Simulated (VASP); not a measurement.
# Be2ZnSe3 (P4/mmm) in VASP: further runs

The runs below take Be2ZnSe3 through single point, relaxation of cell and atoms, with PBE.

Everything below comes from runs of VASP 6.6.1. Logs are shortened: lines on timing, memory, paths and dates and some standing lists are left out, and cuts for length are marked.

**1. The cell of the first run**

The structure is tetragonal, space group P4/mmm (No. 123). The conventional cell has a = 4.300 Å, b = 4.300 Å, c = 6.414 Å, α = 90.00°, β = 90.00°, γ = 90.00°. Be (site symmetry 4mm) has 2 Se at 1.54 to 1.67 Å within 2.1 Å. Within 4.0 Å of Zn (site symmetry 4/mmm) lie 6 Se at 3.04 to 3.21 Å and 8 Be at 3.47 Å. Within 2.1 Å of Se (site symmetry 4/mmm) lie 2 Be at 1.54 Å. Se (site symmetry 4/mmm) has 2 Be at 1.67 Å within 2.2 Å. Within 4.0 Å of Se (site symmetry 4/mmm) lie 4 Se at 3.04 Å and 2 Zn at 3.21 Å and 8 Be at 3.41 Å.

**2. Single point, PBE**

Contents of INCAR:

```
SYSTEM = Be2ZnSe3
PREC = Accurate
ENCUT = 520
EDIFF = 1E-6
ISMEAR = 0
SIGMA = 0.1
LREAL = .FALSE.
LASPH = .TRUE.
NELM = 100
ALGO = Normal
ISIF = 2
LWAVE = .FALSE.
LCHARG = .TRUE.
GGA = PE
LELF = .TRUE.
LVHAR = .TRUE.
NBANDS = 26
```

Contents of KPOINTS:

```
Automatic mesh
0
G
  4 4 4
  0 0 0
```

Contents of POSCAR:

```
Be2ZnSe3
1.0
    4.2996125100      0.0000000000      0.0000000000
    0.0000000000      4.2996125100      0.0000000000
    0.0000000000      0.0000000000      6.4142337000
Be Zn Se
2 1 3
Direct
    0.5000000000      0.5000000000      0.2400773900
    0.5000000000      0.5000000000      0.7599226100
    0.0000000000      0.0000000000      0.5000000000
    0.5000000000      0.5000000000      0.0000000000
    0.5000000000      0.5000000000      0.5000000000
    0.0000000000      0.0000000000      0.0000000000
```

Potentials or basis: VASP PAW PBE potentials, release 64 (Be, Zn, Se).

Started as:

```
$ cat potpaw_PBE.64/Be/POTCAR potpaw_PBE.64/Zn/POTCAR potpaw_PBE.64/Se/POTCAR > POTCAR
$ mpirun -np 1 vasp_std > vasp.out
```

OUTCAR:

```text
SYSTEM = Be2ZnSe3
   PREC = Accurate
   ENCUT = 520
   EDIFF = 1E-6
   ISMEAR = 0
   LREAL = .FALSE.
   LASPH = .TRUE.
   NELM = 100
   ISIF = 2
   GGA = PE

 ion  position               nearest neighbor table
   1  0.500  0.500  0.240-   4 1.54   5 1.67
   2  0.500  0.500  0.760-   4 1.54   5 1.67
   3  0.000  0.000  0.500-
   4  0.500  0.500  0.000-   1 1.54   2 1.54
   5  0.500  0.500  0.500-   1 1.67   2 1.67
   6  0.000  0.000  0.000-

  LATTYP: Found a simple tetragonal cell.
 ALAT       =     4.2996125100
 C/A-ratio  =     1.4918166893

  Lattice vectors:

 A1 = (   4.2996125100,   0.0000000000,   0.0000000000)
 A2 = (   0.0000000000,   4.2996125100,   0.0000000000)
 A3 = (   0.0000000000,   0.0000000000,   6.4142337000)

Analysis of symmetry for initial positions (statically):
=====================================================================
 Subroutine PRICEL returns:
 Original cell was already a primitive cell.

 Routine SETGRP: Setting up the symmetry group for a
 simple tetragonal supercell.

 Subroutine GETGRP returns: Found 16 space group operations
 (whereof 16 operations were pure point group operations)
 out of a pool of 16 trial point group operations.

The static configuration has the point symmetry D_4h.

Analysis of symmetry for dynamics (positions and initial velocities):
=====================================================================
 Subroutine PRICEL returns:
 Original cell was already a primitive cell.

 Routine SETGRP: Setting up the symmetry group for a
 simple tetragonal supercell.

 Subroutine GETGRP returns: Found 16 space group operations
 (whereof 16 operations were pure point group operations)
 out of a pool of 16 trial point group operations.

The dynamic configuration has the point symmetry D_4h.

 Subroutine INISYM returns: Found 16 space group operations
 (whereof 16 operations are pure point group operations),
 and found     1 'primitive' translations

----------------------------------------------------------------------------------------

                                     Primitive cell

  volume of cell :     118.5778

  direct lattice vectors                    reciprocal lattice vectors
     4.299612510  0.000000000  0.000000000     0.232579098  0.000000000  0.000000000
     0.000000000  4.299612510  0.000000000     0.000000000  0.232579098  0.000000000
     0.000000000  0.000000000  6.414233700     0.000000000  0.000000000  0.155903269

  length of vectors
     4.299612510  4.299612510  6.414233700     0.232579098  0.232579098  0.155903269

  position of ions in fractional coordinates (direct lattice)
     0.500000000  0.500000000  0.240077390
     0.500000000  0.500000000  0.759922610
     0.000000000  0.000000000  0.500000000
     0.500000000  0.500000000  0.000000000
     0.500000000  0.500000000  0.500000000
     0.000000000  0.000000000  0.000000000

  ion indices of the primitive-cell ions
   primitive index   ion index
                 1           1
                 2           2
                 3           3
                 4           4
                 5           5
                 6           6

----------------------------------------------------------------------------------------

 KPOINTS: Automatic mesh

Automatic generation of k-mesh.
 Grid dimensions read from file:
 generate k-points for:    4    4    4

 Generating k-lattice:

  Cartesian coordinates                     Fractional coordinates (reciprocal lattice)
     0.058144775  0.000000000  0.000000000     0.250000000  0.000000000  0.000000000
     0.000000000  0.058144775  0.000000000     0.000000000  0.250000000  0.000000000
     0.000000000  0.000000000  0.038975817     0.000000000  0.000000000  0.250000000

  Length of vectors
     0.058144775  0.058144775  0.038975817

  Shift w.r.t. Gamma in fractional coordinates (k-lattice)
     0.000000000  0.000000000  0.000000000

 Subroutine IBZKPT returns following result:
 ===========================================

 Found     18 irreducible k-points:

 Following reciprocal coordinates:
            Coordinates               Weight
  0.000000  0.000000  0.000000      1.000000
  0.250000  0.000000  0.000000      4.000000
  0.500000  0.000000  0.000000      2.000000
  0.250000  0.250000  0.000000      4.000000
  0.500000  0.250000  0.000000      4.000000
  0.500000  0.500000  0.000000      1.000000
[... 10 lines left out ...]
  0.500000  0.250000  0.500000      4.000000
  0.500000  0.500000  0.500000      1.000000
   k-points           NKPTS =     18   k-points in BZ     NKDIM =     18   number of bands    NBANDS=     26
   number of dos      NEDOS =    301   number of ions     NIONS =      6
   total plane-waves  NPLWV =  49152
   dimension x,y,z NGX =    32 NGY =   32 NGZ =   48
   dimension x,y,z NGXF=    64 NGYF=   64 NGZF=   96
   ions per type =               2   1   3
   NGX,Y,Z   is equivalent  to a cutoff of  12.37, 12.37, 12.44 a.u.
   NGXF,Y,Z  is equivalent  to a cutoff of  24.75, 24.75, 24.88 a.u.
 SYSTEM =  Be2ZnSe3
   PREC   = accura    normal or accurate (medium, high low for compatibility)
   ISTART =      0    job   : 0-new  1-cont  2-samecut
   ICHARG =      2    charge: 1-file 2-atom 10-const
   ISPIN  =      1    spin polarized calculation?
   LNONCOLLINEAR =      F non collinear calculations
   LSORBIT =      F    spin-orbit coupling
   LASPH  =      T    aspherical Exc in radial PAW
   ENCUT  =  520.0 eV  38.22 Ry    6.18 a.u.   7.99  7.99 11.93*2*pi/ulx,y,z
   NELM   =    100;   NELMIN=  2; NELMDL= -5     # of ELM steps
   EDIFF  = 0.1E-05   stopping-criterion for ELM
   LREAL  =      F    real-space projection
   EDIFFG = 0.1E-04   stopping-criterion for IOM
   NSW    =      0    number of steps for IOM
   IBRION =     -1    ionic relax: 0-MD 1-quasi-New 2-CG
   NFREE  =      0    steps in history (QN), initial steepest desc. (CG)
   ISIF   =      2    stress and relaxation
   ISYM   =      2    0-nonsym 1-usesym 2-fastsym
   POTIM  = 0.5000    time-step for ionic-motion
   TEBEG  =    0.0;   TEEND  =   0.0 temperature during run
   PSTRESS=    0.0 pullay stress
   NELECT =      34.0000    total number of electrons
   NUPDOWN=      -1.0000    fix difference up-down
   EMIN   =  10.00;   EMAX   =-10.00  energy-range for DOS
   EFERMI =   0.00;   METHOD = LEGACY
   ISMEAR =     0;   SIGMA  =   0.10  broadening in eV -4-tet -1-fermi 0-gaus
   EFERMI_NEDOS =   21; number of points for ismear=-14 and -15
   IALGO  =     38    algorithm
   IMIX   =      4    mixing-type and parameters
     AMIX     =   0.40;   BMIX     =  1.00
     AMIX_MAG =   1.60;   BMIX_MAG =  1.00
  volume/ion in A,a.u.               =      19.76       133.37
  Fermi-wavevector in a.u.,A,eV,Ry     =   1.079527  2.040009 15.855925  1.165378
  Thomas-Fermi vector in A             =   2.215494
   LORBIT       =      0    0 simple, 1 ext, 2 COOP (PROOUT), +10 PAW based schemes
   GGA     = PE    functional components
   LHFCALC =     F    Hartree Fock is set to
   AEXX    =    0.0000 exact exchange contribution
   IVDW    =     0    specifies the selected vdW correction
   LEPSILON=     F    determine dielectric tensor
   LRPA    =     F    only Hartree local field effects (RPA)
 non-spin polarized calculation
 Gauss-broadening in eV      SIGMA  =   0.10
  energy-cutoff  :      520.00
  volume of cell :      118.58
 maximum number of plane-waves:      3228
 NGX is ok and might be reduce to    32
   NGX = 15   NGY = 15   NGZ = 23

 number of electron      34.0000030 magnetization

 Free energy of the ion-electron system (eV)
  ---------------------------------------------------
  ext. energy  EPLUGINS =         0.00000000
  ---------------------------------------------------
  free energy    TOTEN  =        -8.14311439 eV

  energy without entropy =       -8.12989342  energy(sigma->0) =       -8.13650391

 E-fermi :   3.2731     XC(G=0):  -9.1572

 val. band max:        3.2213287565   @ k =   0.5000   0.2500   0.5000
 cond. band min:       3.2816852479   @ k =   0.5000   0.5000   0.0000
 fundamental gap:      0.0603564914
 Fermi energy:         3.2731288887

 k-point     1 :       0.0000    0.0000    0.0000
  band No.  band energies     occupation
      1     -12.3444      2.00000
      2     -11.9001      2.00000
      3      -8.4046      2.00000
      4      -4.1797      2.00000
      5      -3.3109      2.00000
      6      -3.2920      2.00000
[... 18 lines left out ...]
     25      10.0665      0.00000
     26      10.0665      0.00000

 k-point     2 :       0.2500    0.0000    0.0000
  band No.  band energies     occupation
      1     -12.1778      2.00000
      2     -11.8399      2.00000
      3      -8.7540      2.00000
      4      -4.0672      2.00000
      5      -3.3845      2.00000
      6      -3.3471      2.00000
[... 18 lines left out ...]
     25       9.0952      0.00000
     26      10.9216      0.00000

 k-point     3 :       0.5000    0.0000    0.0000
  band No.  band energies     occupation
      1     -11.9789      2.00000
      2     -11.7773      2.00000
      3      -9.1266      2.00000
      4      -3.9578      2.00000
      5      -3.4819      2.00000
      6      -3.4614      2.00000
[... 18 lines left out ...]
     25       9.8602      0.00000
     26      10.8791      0.00000

 k-point     4 :       0.2500    0.2500    0.0000
  band No.  band energies     occupation
      1     -12.0533      2.00000
      2     -11.7896      2.00000
      3      -8.8571      2.00000
      4      -3.9517      2.00000
      5      -3.4427      2.00000
      6      -3.3046      2.00000
[... 18 lines left out ...]
     25      10.3120      0.00000
     26      10.6008      0.00000
[... 322 lines left out ...]
      1     -12.0453      2.00000
      2     -11.7975      2.00000
      3      -8.8468      2.00000
      4      -3.6107      2.00000
      5      -3.4818      2.00000
      6      -3.4166      2.00000
[... 18 lines left out ...]
     25       9.4058      0.00000
     26       9.7941      0.00000

 k-point    17 :       0.5000    0.2500    0.5000
  band No.  band energies     occupation
      1     -11.9114      2.00000
      2     -11.7406      2.00000
      3      -8.9718      2.00000
      4      -3.5936      2.00000
      5      -3.3697      2.00000
      6      -3.3296      2.00000
[... 18 lines left out ...]
     25       8.8528      0.00000
     26      10.0881      0.00000

 k-point    18 :       0.5000    0.5000    0.5000
  band No.  band energies     occupation
      1     -11.8470      2.00000
      2     -11.6961      2.00000
      3      -8.8219      2.00000
      4      -3.3598      2.00000
      5      -3.3108      2.00000
      6      -3.3108      2.00000
[... 18 lines left out ...]
     25       9.4541      0.00000
     26      10.5545      0.00000

------------------------ aborting loop because EDIFF is reached ----------------------------------------

  FORCE on cell =-STRESS in cart. coord.  units (eV):
  Direction    XX          YY          ZZ          XY          YZ          ZX
  --------------------------------------------------------------------------------------
  -------------------------------------------------------------------------------------
  Total        4.1903611      4.1903611     80.7734526      0.0000000     -0.0000000      0.0000000
  in kB       56.6185339     56.6185339   1091.3795559      0.0000000     -0.0000000      0.0000000
  external PRESSURE =     401.5388746 kB  Pullay stress =       0.0000000 kB

 VOLUME and BASIS-vectors are now :
 -----------------------------------------------------------------------------
  energy-cutoff  :      520.00
  volume of cell :      118.58
      direct lattice vectors                 reciprocal lattice vectors
     4.299612510  0.000000000  0.000000000     0.232579098  0.000000000  0.000000000
     0.000000000  4.299612510  0.000000000     0.000000000  0.232579098  0.000000000
     0.000000000  0.000000000  6.414233700     0.000000000  0.000000000  0.155903269

 POSITION                                       TOTAL-FORCE (eV/Angst)
 -----------------------------------------------------------------------------------
      2.14981      2.14981      1.53991        -0.000000     -0.000000      8.043861
      2.14981      2.14981      4.87432         0.000000     -0.000000     -8.043861
      0.00000      0.00000      3.20712         0.000000      0.000000      0.000000
      2.14981      2.14981      0.00000         0.000000      0.000000      0.000000
      2.14981      2.14981      3.20712         0.000000      0.000000      0.000000
      0.00000      0.00000      0.00000         0.000000      0.000000      0.000000
 -----------------------------------------------------------------------------------
    total drift:                                0.000000     -0.000000      0.000000

  FREE ENERGIE OF THE ION-ELECTRON SYSTEM (eV)
  ---------------------------------------------------
  free  energy   TOTEN  =        -8.1431143893 eV

  energy  without entropy=       -8.1298934212  energy(sigma->0) =       -8.13650391
```

It took 34 s on 1 thread of AMD EPYC 9R45 (Zen 5), shared host; peak memory 0.2 GiB.

What came out:

```
Free energy            : -8.1431 eV
Pressure               : 40.2 GPa
Largest force          : 8.044 eV/Å
Band gap on the k mesh : zero (band 17 reaches 4.33 eV, above the bottom of band 18 at 2.76 eV)
```

Forces in eV/Å, atoms in the order of the input:
```
Be   0.000  0.000  8.044
Be   0.000  0.000 -8.044
Zn   0.000  0.000  0.000
Se   0.000  0.000  0.000
Se   0.000  0.000  0.000
Se   0.000  0.000  0.000
```

Stress tensor (GPa, compression positive):
```
  5.66   0.00   0.00
  0.00   5.66   0.00
  0.00   0.00 109.14
```

Levels at points of the mesh, in eV from the Fermi level:
```csv
k point,band 13,band 14,band 15,band 16,band 17,band 18,band 19,band 20,band 21,band 22
"(0.00, 0.00, 0.00)",-3.15,-3.15,-2.36,-1.90,0.55,0.55,1.27,1.27,3.28,4.63
"(0.50, 0.00, 0.00)",-3.44,-3.00,-2.41,-1.98,-1.58,0.93,1.54,1.66,2.16,3.90
"(0.50, 0.50, 0.00)",-4.23,-4.23,-2.17,-2.11,0.01,0.01,1.24,1.24,6.13,6.41
"(0.00, 0.00, 0.50)",-4.04,-4.04,-3.19,0.05,0.45,0.45,2.87,3.84,3.99,3.99
"(0.50, 0.00, 0.50)",-3.97,-3.47,-1.84,-1.68,-1.53,1.15,1.76,1.96,3.52,4.32
"(0.50, 0.50, 0.50)",-5.14,-5.14,-3.39,0.29,1.06,1.06,2.79,2.79,3.53,3.53
```

Caveat: the k points lie up to 0.37 Å⁻¹ apart; forces of over 1 eV/Å act on the atoms, so gaps and moduli don't describe the material at rest.

(Continued in part 2 of 2.)
